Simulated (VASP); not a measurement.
# YbB2 in VASP: single point with PBE+U

Aim: the single point of YbB2 with PBE+U.

Everything below comes from runs of VASP 6.6.1. Logs are shortened: lines on timing, memory, paths and dates and some standing lists are left out, and cuts for length are marked.

**1. The cell of the first run**

The typed cell holds 6 atoms: a = 6.543 Å, b = 3.272 Å, c = 3.756 Å, α = 90.00°, β = 90.00°, γ = 120.00°.

**2. Single point, PBE+U, collinear spin, ferromagnetic start**

The input, POSCAR:

```
YbB2
1.0
    6.5431100100      0.0000000000      0.0000000000
   -1.6357775000      2.8332473600      0.0000000000
    0.0000000000      0.0000000000      3.7559017600
Yb B
2 4
Direct
    0.0000000000      0.0000000000      0.0000000000
    0.5000000000      0.0000000000      0.0000000000
    0.1666500000      0.6667000000      0.5000000000
    0.6666500000      0.6667000000      0.5000000000
    0.3333000000      0.3333000000      0.5000000000
    0.8333000000      0.3333000000      0.5000000000
```

The input, INCAR.step1:

```
PREC = Accurate
ENCUT = 520
EDIFF = 1E-6
ISMEAR = 0
SIGMA = 0.134
LREAL = F
LASPH = T
NELM = 150
ALGO = Normal
ISIF = 2
LWAVE = F
LCHARG = T
ISPIN = 2
MAGMOM = 1 1 0 0 0 0
LMAXMIX = 6
LDAU = T
LDAUTYPE = 2
LDAUL = 3 -1
LDAUU = 2.87 0
LDAUJ = 0 0
LDAUPRINT = 1
GGA = PE
NBANDS = 43
```

The input, KPOINTS.step1:

```
Automatic mesh
0
Gamma
  3 6 5
```

The input, INCAR.step2:

```
PREC = Accurate
ENCUT = 520
EDIFF = 1E-6
ISMEAR = -5
SIGMA = 0.134
LREAL = F
LASPH = T
NELM = 150
ALGO = Normal
ISIF = 2
LWAVE = F
LCHARG = F
ISPIN = 2
MAGMOM = 1 1 0 0 0 0
LORBIT = 10
LMAXMIX = 6
LDAU = T
LDAUTYPE = 2
LDAUL = 3 -1
LDAUU = 2.87 0
LDAUJ = 0 0
LDAUPRINT = 1
GGA = PE
NBANDS = 43
NEDOS = 2001
ICHARG = 11
```

The input, KPOINTS.step2:

```
Automatic mesh
0
Gamma
  5 9 8
```

Potentials or basis: VASP PAW PBE potentials, release 64 (Yb, B).

The run is started by

```console
$ cat potpaw_PBE.64/Yb/POTCAR potpaw_PBE.64/B/POTCAR > POTCAR
$ cp INCAR.step1 INCAR
$ cp KPOINTS.step1 KPOINTS
$ mpirun -np 1 vasp_std > vasp.out
$ cp INCAR.step2 INCAR
$ cp KPOINTS.step2 KPOINTS
$ mpirun -np 1 vasp_std > vasp.out
```

OUTCAR:

```text
PREC = Accurate
   ENCUT = 520
   EDIFF = 1E-6
   ISMEAR = -5
   LREAL = F
   LASPH = T
   NELM = 150
   ISIF = 2
   ISPIN = 2
   LORBIT = 10
   GGA = PE
   ICHARG = 11

 ion  position               nearest neighbor table
   1  0.000  0.000  0.000-   3 2.66   3 2.66   5 2.66   5 2.66   3 2.66   3 2.66   6 2.66   6 2.66
                             6 2.66   6 2.66   4 2.66   4 2.66   2 3.27   2 3.27   2 3.27   2 3.27
   2  0.500  0.000  0.000-   4 2.66   4 2.66   6 2.66   6 2.66   4 2.66   4 2.66   5 2.66   5 2.66
                             5 2.66   5 2.66   3 2.66   3 2.66   1 3.27   1 3.27   1 3.27   1 3.27
   3  0.167  0.667  0.500-   5 1.89   5 1.89   6 1.89   1 2.66   1 2.66   1 2.66   1 2.66   2 2.66
                             2 2.66
   4  0.667  0.667  0.500-   6 1.89   6 1.89   5 1.89   2 2.66   2 2.66   2 2.66   2 2.66   1 2.66
                             1 2.66
   5  0.333  0.333  0.500-   3 1.89   3 1.89   4 1.89   1 2.66   1 2.66   2 2.66   2 2.66   2 2.66
                             2 2.66
   6  0.833  0.333  0.500-   4 1.89   4 1.89   3 1.89   2 2.66   2 2.66   1 2.66   1 2.66   1 2.66
                             1 2.66

  Warning from LATTYP: Monoclinic adjustment (A1->A3, A2->A1, A3->A2)!
  LATTYP: Found a simple orthorhombic cell.
 ALAT       =     3.2715529390
 B/A-ratio  =     1.1480485965
 C/A-ratio  =     1.7320515377

  Lattice vectors:

 A1 = (  -1.6357775000,   2.8332473600,   0.0000000000)
 A2 = (   0.0000000000,   0.0000000000,   3.7559017600)
 A3 = (   4.9073325100,   2.8332473600,   0.0000000000)

Analysis of symmetry for initial positions (statically):
=====================================================================
 Subroutine PRICEL returns following result:

  LATTYP: Found a hexagonal cell.
 ALAT       =     3.2715550050
 C/A-ratio  =     1.1480478715
[... 12 lines left out ...]
 Subroutine GETGRP returns: Found  2 space group operations
 (whereof  2 operations were pure point group operations)
 out of a pool of  8 trial point group operations.

The static configuration has the point symmetry C_1h.

Analysis of symmetry for dynamics (positions and initial velocities):
=====================================================================
 Subroutine PRICEL returns following result:

[... 291 lines left out ...]
  o =  0.9842  v =  0.0001  0.0000 -0.9999  0.0000 -0.0127 -0.0000  0.0000  0.0000  0.0000  0.0000  0.0000  0.0000  0.0000  0.0000      0.0000  0.0000  0.0000  0.0000  0.0000  0.0000  0.0000  0.0000  0.0000  0.0000  0.0000  0.0000  0.0000  0.0000
  o =  0.9882  v =  0.0000  0.0000  0.0000 -0.0000  0.0014  0.0000  1.0000  0.0000  0.0000  0.0000  0.0000  0.0000  0.0000  0.0000      0.0000  0.0000  0.0000  0.0000  0.0000  0.0000  0.0000  0.0000  0.0000  0.0000  0.0000  0.0000  0.0000  0.0000

 number of electron      60.0000020 magnetization       0.3596824

 Free energy of the ion-electron system (eV)
  ---------------------------------------------------
  ext. energy  EPLUGINS =         0.00000000
  ---------------------------------------------------
  free energy    TOTEN  =       -34.72372961 eV

  energy without entropy =      -34.72372961  energy(sigma->0) =      -34.72372961

 E-fermi :   3.8017     XC(G=0): -12.1807

 val. band max:        3.9214133733   @ k =   0.2000   0.0000   0.3750
 cond. band min:       3.7402542720   @ k =  -0.4000   0.2222   0.5000
 fundamental gap:     -0.1811591013
 Fermi energy:         3.8016642896

 spin component 1

 k-point     1 :       0.0000    0.0000    0.0000
  band No.  band energies     occupation
      1     -46.3384      1.00000
      2     -46.2766      1.00000
      3     -19.2637      1.00000
      4     -18.6493      1.00000
      5     -18.5362      1.00000
      6     -18.4645      1.00000
[... 2153 lines left out ...]
     41      11.9374      0.00000
     42      12.0775      0.00000

 [... further k-points ...]

 [bands above 42 left out]

------------------------ aborting loop because EDIFF is reached ----------------------------------------

  FORCE on cell =-STRESS in cart. coord.  units (eV):
  Direction    XX          YY          ZZ          XY          YZ          ZX
  --------------------------------------------------------------------------------------
  -------------------------------------------------------------------------------------
  Total      -10.3800065    -10.3948305     -7.5085826     -0.0090846      0.0000000      0.0000000
  in kB     -238.8500126   -239.1911204   -172.7768712     -0.2090418      0.0000000      0.0000000
  external PRESSURE =    -216.9393347 kB  Pullay stress =       0.0000000 kB

 VOLUME and BASIS-vectors are now :
 -----------------------------------------------------------------------------
  energy-cutoff  :      520.00
  volume of cell :       69.63
      direct lattice vectors                 reciprocal lattice vectors
     6.543110010  0.000000000  0.000000000     0.152832521  0.088237971  0.000000000
    -1.635777500  2.833247360  0.000000000     0.000000000  0.352951886  0.000000000
     0.000000000  0.000000000  3.755901760     0.000000000  0.000000000  0.266247645

 POSITION                                       TOTAL-FORCE (eV/Angst)
 -----------------------------------------------------------------------------------
      0.00000      0.00000      0.00000        -0.000895     -0.000005      0.000000
      3.27156      0.00000      0.00000        -0.000895     -0.000005      0.000000
     -0.00016      1.88893      1.87795         0.029341      0.010087      0.000000
      3.27139      1.88893      1.87795         0.029341      0.010087      0.000000
      1.63561      0.94432      1.87795        -0.028446     -0.010082     -0.000000
      4.90717      0.94432      1.87795        -0.028446     -0.010082     -0.000000
 -----------------------------------------------------------------------------------
    total drift:                               -0.000012      0.000020      0.000000

  FREE ENERGIE OF THE ION-ELECTRON SYSTEM (eV)
  ---------------------------------------------------
  free  energy   TOTEN  =       -34.7237296093 eV

  energy  without entropy=      -34.7237296093  energy(sigma->0) =      -34.72372961

 total charge

# of ion       s       p       d       f       tot
--------------------------------------------------
    1        2.160   6.173   0.585  13.532  22.450
    2        2.160   6.173   0.585  13.532  22.450
    3        0.668   1.136   0.000   0.000   1.804
    4        0.668   1.136   0.000   0.000   1.804
    5        0.668   1.136   0.000   0.000   1.804
    6        0.668   1.136   0.000   0.000   1.804
--------------------------------------------------
tot          6.993  16.890   1.170  27.065  52.117

 magnetization (x)

# of ion       s       p       d       f       tot
--------------------------------------------------
    1       -0.000   0.000  -0.000   0.082   0.082
    2       -0.000   0.000  -0.000   0.082   0.082
    3        0.000   0.005   0.000   0.000   0.005
    4        0.000   0.005   0.000   0.000   0.005
    5        0.000   0.005   0.000   0.000   0.005
    6        0.000   0.005   0.000   0.000   0.005
--------------------------------------------------
tot          0.001   0.020  -0.000   0.165   0.185
```

Run time: 34 min. Hardware: 1 thread of Intel Xeon 8259CL, shared host; peak memory 0.57 GiB.

Results:

```yaml
Net_moment: 0.36 μB per cell
Site_moments: Yb +0.08; B +0.01 μB
Valence_electrons_inside_the_program's_atomic_spheres: Yb 22.45; B 1.80
```

Eigenvalues of the final occupation matrices:
```tsv
site	spin	trace	eigenvalues
site 1 f	1	6.82	0.96 0.96 0.96 0.98 0.98 0.98 0.99
site 1 f	2	6.69	0.93 0.93 0.94 0.97 0.97 0.97 0.98
site 2 f	1	6.82	0.96 0.96 0.96 0.98 0.98 0.98 0.99
site 2 f	2	6.69	0.93 0.93 0.94 0.97 0.97 0.97 0.98
```

Caveat: the k points lie up to 0.37 Å⁻¹ apart; spin-orbit coupling is left out, which moves the levels of the heavy elements. The state reached can hang on the start; a lower one may exist.
